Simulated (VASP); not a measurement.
# TiO2 (C2/m) in VASP: further runs

TiO2 is run at these levels: PBEsol; tasks: single point.

Program: VASP 6.6.1. These are calculated values, not measurements. Logs are shortened: lines on timing, memory, paths and dates and some standing lists are left out, and cuts for length are marked.

**1. The cell of the first run**

Symmetry: C2/m, No. 12, monoclinic system. Conventional cell: a = 11.916 Å, b = 3.656 Å, c = 6.594 Å, α = 90.00°, β = 106.45°, γ = 90.00°. Ti (site symmetry m) has 6 O at 1.77 to 2.36 Å within 2.4 Å. Ti (site symmetry m) has 6 O at 1.83 to 2.14 Å within 2.4 Å. Within 2.5 Å of O (site symmetry m) lie 3 Ti at 1.83 to 2.14 Å and 1 O at 2.48 Å. O (site symmetry m) has 3 Ti at 1.88 to 1.98 Å and 2 O at 2.46 Å within 2.5 Å. O (site symmetry m) has 2 Ti at 1.77 to 1.86 Å within 2.4 Å. O (site symmetry m) has 4 Ti at 1.91 to 2.36 Å and 2 O at 2.46 Å within 2.5 Å.

**2. Single point, PBEsol (biaxial strain in the a-b plane: -2.0 %)**

Input file INCAR:

```
SYSTEM = TiO2
PREC     = Accurate       ! precision mode
ENCUT    = 520            ! plane-wave cutoff, eV
EDIFF    = 1E-6           ! SCF threshold, eV
ISMEAR   = 0              ! smearing method
SIGMA    = 0.02           ! smearing width, eV
LREAL    = .False.        ! projectors in reciprocal space
LASPH    = .True.         ! aspherical terms in the spheres
NELM     = 60             ! most SCF steps
ALGO     = Normal         ! electronic algorithm
ISIF     = 2              ! what is computed and relaxed
LWAVE    = .False.        ! write WAVECAR
LCHARG   = .True.         ! write CHGCAR
GGA      = PS             ! functional
LELF     = .True.         ! ELF
LVHAR    = .True.       
NBANDS   = 60             ! bands
```

Input file KPOINTS:

```
Automatic mesh
0
Gamma
  6 6 4
  0 0 0
```

Input file POSCAR:

```
TiO2
1.0
    5.9581225069     -1.8277795371      0.0001539827
    5.9581225069      1.8277795371      0.0001539827
   -1.8669239165      0.0000000000      6.3238695491
Ti O
4 8
Direct
    0.8066231087      0.8066231087      0.7197250288
    0.1010543779      0.1010543779      0.7102379510
    0.1933768913      0.1933768913      0.2802749712
    0.8989456221      0.8989456221      0.2897620490
    0.0588657873      0.0588657873      0.3723663719
    0.6383550372      0.6383550372      0.7068043956
    0.1318215088      0.1318215088      0.0024944285
    0.9411342127      0.9411342127      0.6276336281
    0.7353443504      0.7353443504      0.3469713384
    0.8681784912      0.8681784912      0.9975055715
    0.2646556496      0.2646556496      0.6530286616
    0.3616449628      0.3616449628      0.2931956044
```

Potentials or basis: VASP PAW PBE potentials, release 64 (Ti_sv, O).

The run is started by

```console
cat potpaw_PBE.64/Ti_sv/POTCAR potpaw_PBE.64/O/POTCAR > POTCAR
mpirun -np 1 vasp_std > vasp.out
```

OUTCAR:

```text
SYSTEM = TiO2
   PREC = Accurate
   ENCUT = 520
   EDIFF = 1E-6
   ISMEAR = 0
   LREAL = .False.
   LASPH = .True.
   NELM = 60
   ISIF = 2
   GGA = PS

 ion  position               nearest neighbor table
   1  0.807  0.807  0.720-  10 1.77   8 1.87  11 1.91  11 1.91   6 1.98   9 2.36
   2  0.101  0.101  0.710-   8 1.83   7 1.86   6 1.88   6 1.88  11 2.09   5 2.14
   3  0.193  0.193  0.280-   7 1.77   5 1.87   9 1.91   9 1.91  12 1.98  11 2.36
   4  0.899  0.899  0.290-   5 1.83  10 1.86  12 1.88  12 1.88   9 2.09   8 2.14
   5  0.059  0.059  0.372-   4 1.83   3 1.87   2 2.14
   6  0.638  0.638  0.707-   2 1.88   2 1.88   1 1.98
   7  0.132  0.132  0.002-   3 1.77   2 1.86
   8  0.941  0.941  0.628-   2 1.83   1 1.87   4 2.14
   9  0.735  0.735  0.347-   3 1.91   3 1.91   4 2.09   1 2.36
  10  0.868  0.868  0.998-   1 1.77   4 1.86
  11  0.265  0.265  0.653-   1 1.91   1 1.91   2 2.09   3 2.36
  12  0.362  0.362  0.293-   4 1.88   4 1.88   3 1.98

  LATTYP: Found a base centered monoclinic cell.
 ALAT       =    11.9162450178
 B/A-ratio  =     0.3067710565
 C/A-ratio  =     0.5533361150
 COS(beta)  =    -0.2831132252

  Lattice vectors:

 A1 = (   5.9581225069,  -1.8277795371,   0.0001539827)
 A2 = (   5.9581225069,   1.8277795371,   0.0001539827)
 A3 = (  -1.8669239165,   0.0000000000,   6.3238695491)

Analysis of symmetry for initial positions (statically):
=====================================================================
 Subroutine PRICEL returns:
 Original cell was already a primitive cell.

 Routine SETGRP: Setting up the symmetry group for a
 base centered monoclinic supercell.

 Subroutine GETGRP returns: Found  4 space group operations
 (whereof  4 operations were pure point group operations)
 out of a pool of  4 trial point group operations.

The static configuration has the point symmetry C_2h.

Analysis of symmetry for dynamics (positions and initial velocities):
=====================================================================
 Subroutine PRICEL returns:
 Original cell was already a primitive cell.

 Routine SETGRP: Setting up the symmetry group for a
 base centered monoclinic supercell.

 Subroutine GETGRP returns: Found  4 space group operations
 (whereof  4 operations were pure point group operations)
 out of a pool of  4 trial point group operations.

The dynamic configuration has the point symmetry C_2h.

 Subroutine INISYM returns: Found  4 space group operations
 (whereof  4 operations are pure point group operations),
 and found     1 'primitive' translations

----------------------------------------------------------------------------------------

                                     Primitive cell

  volume of cell :     137.7366

  direct lattice vectors                    reciprocal lattice vectors
     5.958122507 -1.827779537  0.000153983     0.083918413 -0.273555968  0.024774276
     5.958122507  1.827779537  0.000153983     0.083918413  0.273555968  0.024774276
    -1.866923917  0.000000000  6.323869549    -0.000004087  0.000000000  0.158129823

  length of vectors
     6.232174730  6.232174730  6.593688724     0.287208865  0.287208865  0.158129823

  position of ions in fractional coordinates (direct lattice)
     0.806623109  0.806623109  0.719725029
     0.101054378  0.101054378  0.710237951
     0.193376891  0.193376891  0.280274971
     0.898945622  0.898945622  0.289762049
     0.058865787  0.058865787  0.372366372
     0.638355037  0.638355037  0.706804396
     0.131821509  0.131821509  0.002494429
     0.941134213  0.941134213  0.627633628
     0.735344350  0.735344350  0.346971338
     0.868178491  0.868178491  0.997505571
     0.264655650  0.264655650  0.653028662
     0.361644963  0.361644963  0.293195604

  ion indices of the primitive-cell ions
   primitive index   ion index
                 1           1
                 2           2
                 3           3
                 4           4
                 5           5
                 6           6
                 7           7
                 8           8
                 9           9
                10          10
                11          11
                12          12

----------------------------------------------------------------------------------------

 KPOINTS: Automatic mesh

Automatic generation of k-mesh.
 Grid dimensions read from file:
 generate k-points for:    6    6    4

 Generating k-lattice:

  Cartesian coordinates                     Fractional coordinates (reciprocal lattice)
     0.013986402 -0.045592661  0.004129046     0.166666667  0.000000000 -0.000000000
     0.013986402  0.045592661  0.004129046     0.000000000  0.166666667 -0.000000000
    -0.000001022  0.000000000  0.039532456     0.000000000  0.000000000  0.250000000

  Length of vectors
     0.047868144  0.047868144  0.039532456

  Shift w.r.t. Gamma in fractional coordinates (k-lattice)
     0.000000000  0.000000000  0.000000000

 Subroutine IBZKPT returns following result:
 ===========================================

 Found     47 irreducible k-points:

 Following reciprocal coordinates:
            Coordinates               Weight
  0.000000  0.000000  0.000000      1.000000
  0.166667  0.000000 -0.000000      4.000000
  0.333333 -0.000000  0.000000      4.000000
  0.500000  0.000000 -0.000000      2.000000
  0.166667  0.166667 -0.000000      2.000000
  0.333333  0.166667 -0.000000      4.000000
[... 16 lines left out ...]
 -0.333333  0.166667  0.250000      4.000000
 -0.166667  0.166667  0.250000      4.000000
 [... further k-points ...]
   k-points           NKPTS =     47   k-points in BZ     NKDIM =     47   number of bands    NBANDS=     60
   number of dos      NEDOS =    301   number of ions     NIONS =     12
   total plane-waves  NPLWV = 115200
   dimension x,y,z NGX =    48 NGY =   48 NGZ =   50
   dimension x,y,z NGXF=    96 NGYF=   96 NGZF=  100
   ions per type =               4   8
   NGX,Y,Z   is equivalent  to a cutoff of  12.80, 12.80, 12.61 a.u.
   NGXF,Y,Z  is equivalent  to a cutoff of  25.61, 25.61, 25.21 a.u.
 SYSTEM =  TiO2
   PREC   = accura    normal or accurate (medium, high low for compatibility)
   ISTART =      0    job   : 0-new  1-cont  2-samecut
   ICHARG =      2    charge: 1-file 2-atom 10-const
   ISPIN  =      1    spin polarized calculation?
   LNONCOLLINEAR =      F non collinear calculations
   LSORBIT =      F    spin-orbit coupling
   LASPH  =      T    aspherical Exc in radial PAW
   ENCUT  =  520.0 eV  38.22 Ry    6.18 a.u.  11.59 11.59 12.26*2*pi/ulx,y,z
   NELM   =     60;   NELMIN=  2; NELMDL= -5     # of ELM steps
   EDIFF  = 0.1E-05   stopping-criterion for ELM
   LREAL  =      F    real-space projection
   EDIFFG = 0.1E-04   stopping-criterion for IOM
   NSW    =      0    number of steps for IOM
   IBRION =     -1    ionic relax: 0-MD 1-quasi-New 2-CG
   NFREE  =      0    steps in history (QN), initial steepest desc. (CG)
   ISIF   =      2    stress and relaxation
   ISYM   =      2    0-nonsym 1-usesym 2-fastsym
   POTIM  = 0.5000    time-step for ionic-motion
   TEBEG  =    0.0;   TEEND  =   0.0 temperature during run
   PSTRESS=    0.0 pullay stress
   NELECT =      96.0000    total number of electrons
   NUPDOWN=      -1.0000    fix difference up-down
   EMIN   =  10.00;   EMAX   =-10.00  energy-range for DOS
   EFERMI =   0.00;   METHOD = LEGACY
   ISMEAR =     0;   SIGMA  =   0.02  broadening in eV -4-tet -1-fermi 0-gaus
   EFERMI_NEDOS =   21; number of points for ismear=-14 and -15
   IALGO  =     38    algorithm
   IMIX   =      4    mixing-type and parameters
     AMIX     =   0.40;   BMIX     =  1.00
     AMIX_MAG =   1.60;   BMIX_MAG =  1.00
  volume/ion in A,a.u.               =      11.48        77.46
  Fermi-wavevector in a.u.,A,eV,Ry     =   1.451495  2.742927 28.665252  2.106837
  Thomas-Fermi vector in A             =   2.568985
   LORBIT       =      0    0 simple, 1 ext, 2 COOP (PROOUT), +10 PAW based schemes
   GGA     = PS    functional components
   LHFCALC =     F    Hartree Fock is set to
   AEXX    =    0.0000 exact exchange contribution
   IVDW    =     0    specifies the selected vdW correction
   LEPSILON=     F    determine dielectric tensor
   LRPA    =     F    only Hartree local field effects (RPA)
 non-spin polarized calculation
 Gauss-broadening in eV      SIGMA  =   0.02
  energy-cutoff  :      520.00
  volume of cell :      137.74
 maximum number of plane-waves:      3725
 NGX is ok and might be reduce to    48
   NGX = 23   NGY = 23   NGZ = 25

 number of electron      96.0000002 magnetization

 Free energy of the ion-electron system (eV)
  ---------------------------------------------------
  ext. energy  EPLUGINS =         0.00000000
  ---------------------------------------------------
  free energy    TOTEN  =      -112.24547170 eV

  energy without entropy =     -112.24547170  energy(sigma->0) =     -112.24547170

 E-fermi :   3.0021     XC(G=0): -10.8637

 val. band max:        2.9074081752   @ k =  -0.3333   0.3333   0.5000
 cond. band min:       5.7903767639   @ k =   0.0000   0.0000   0.0000
 fundamental gap:      2.8829685887
 Fermi energy:         3.0021175970

 k-point     1 :       0.0000    0.0000    0.0000
  band No.  band energies     occupation
      1     -52.7360      2.00000
      2     -52.7220      2.00000
      3     -52.6094      2.00000
      4     -52.6034      2.00000
      5     -29.3409      2.00000
      6     -29.3002      2.00000
[... 52 lines left out ...]
     59       8.2183      0.00000
     60       8.3576      0.00000

 k-point     2 :       0.1667    0.0000   -0.0000
  band No.  band energies     occupation
      1     -52.7341      2.00000
      2     -52.7207      2.00000
      3     -52.6086      2.00000
      4     -52.6034      2.00000
      5     -29.3357      2.00000
      6     -29.2966      2.00000
[... 52 lines left out ...]
     59       7.8862      0.00000
     60       7.9590      0.00000

 k-point     3 :       0.3333   -0.0000    0.0000
  band No.  band energies     occupation
      1     -52.7304      2.00000
      2     -52.7179      2.00000
      3     -52.6068      2.00000
      4     -52.6038      2.00000
      5     -29.3270      2.00000
      6     -29.2960      2.00000
[... 1312 lines left out ...]
     59       8.1761      0.00000
     60       8.2639      0.00000

 k-point    24 :      -0.1667    0.1667    0.2500
  band No.  band energies     occupation
      1     -52.7305      2.00000
      2     -52.7179      2.00000
      3     -52.6069      2.00000
      4     -52.6036      2.00000
      5     -29.3359      2.00000
      6     -29.3043      2.00000
[... 52 lines left out ...]
     59       7.9490      0.00000
     60       8.1007      0.00000

 [... further k-points ...]

------------------------ aborting loop because EDIFF is reached ----------------------------------------

  FORCE on cell =-STRESS in cart. coord.  units (eV):
  Direction    XX          YY          ZZ          XY          YZ          ZX
  --------------------------------------------------------------------------------------
  -------------------------------------------------------------------------------------
  Total        8.4094087      9.2448869      0.3855447      0.0000000      0.0000000     -0.0683738
  in kB       97.8197599    107.5381932      4.4847254      0.0000000      0.0000000     -0.7953361
  external PRESSURE =      69.9475595 kB  Pullay stress =       0.0000000 kB

 VOLUME and BASIS-vectors are now :
 -----------------------------------------------------------------------------
  energy-cutoff  :      520.00
  volume of cell :      137.74
      direct lattice vectors                 reciprocal lattice vectors
     5.958122507 -1.827779537  0.000153983     0.083918413 -0.273555968  0.024774276
     5.958122507  1.827779537  0.000153983     0.083918413  0.273555968  0.024774276
    -1.866923917  0.000000000  6.323869549    -0.000004087  0.000000000  0.158129823

 POSITION                                       TOTAL-FORCE (eV/Angst)
 -----------------------------------------------------------------------------------
      8.26825      0.00000      4.55170         0.132729      0.000000      0.384899
     -0.12177      0.00000      4.49148        -0.037695      0.000000      0.304205
      1.78107      0.00000      1.77248        -0.132729      0.000000     -0.384899
     10.17109      0.00000      1.83269         0.037695      0.000000     -0.304205
      0.00628      0.00000      2.35481         0.070421      0.000000      0.164549
      6.28724      0.00000      4.46994        -0.126350      0.000000     -0.043490
      1.56616      0.00000      0.01582         0.005796      0.000000     -0.027948
     10.04304      0.00000      3.96936        -0.070421      0.000000     -0.164549
      8.11477      0.00000      2.19443        -0.071640      0.000000      0.147050
      8.48316      0.00000      6.30836        -0.005796      0.000000      0.027948
      1.93455      0.00000      4.12975         0.071640      0.000000     -0.147050
      3.76208      0.00000      1.85424         0.126350      0.000000      0.043490
 -----------------------------------------------------------------------------------
    total drift:                                0.000000      0.000000     -0.000000

  FREE ENERGIE OF THE ION-ELECTRON SYSTEM (eV)
  ---------------------------------------------------
  free  energy   TOTEN  =      -112.2454716965 eV

  energy  without entropy=     -112.2454716965  energy(sigma->0) =     -112.24547170
```

Wall time 7.3 min (1 thread of Intel Xeon 6975P-C (Granite Rapids), shared host); peak memory 0.5 GiB.

What came out:

```
Free energy            : -112.2455 eV
Pressure               : 7.0 GPa
Largest force          : 0.407 eV/Å
Band gap on the k mesh : 2.88 eV (least direct gap 3.13 eV)
```

Forces in eV/Å, atoms in the order of the input:
```
Ti   0.133  0.000  0.385
Ti  -0.038  0.000  0.304
Ti  -0.133  0.000 -0.385
Ti   0.038  0.000 -0.304
O    0.070  0.000  0.165
O   -0.126  0.000 -0.043
O    0.006  0.000 -0.028
O   -0.070  0.000 -0.165
O   -0.072  0.000  0.147
O   -0.006  0.000  0.028
O    0.072  0.000 -0.147
O    0.126  0.000  0.043
```

Caveat: the cell differs from its parent crystal (biaxial strain in the a-b plane: -2.0 %); the stress differs along the axes, from 0 to 11 GPa; the PAW data sets were made with another functional, which shifts forces and pressure a little. A k mesh can miss the band edges.

(Part 1 of 2 ends here.)
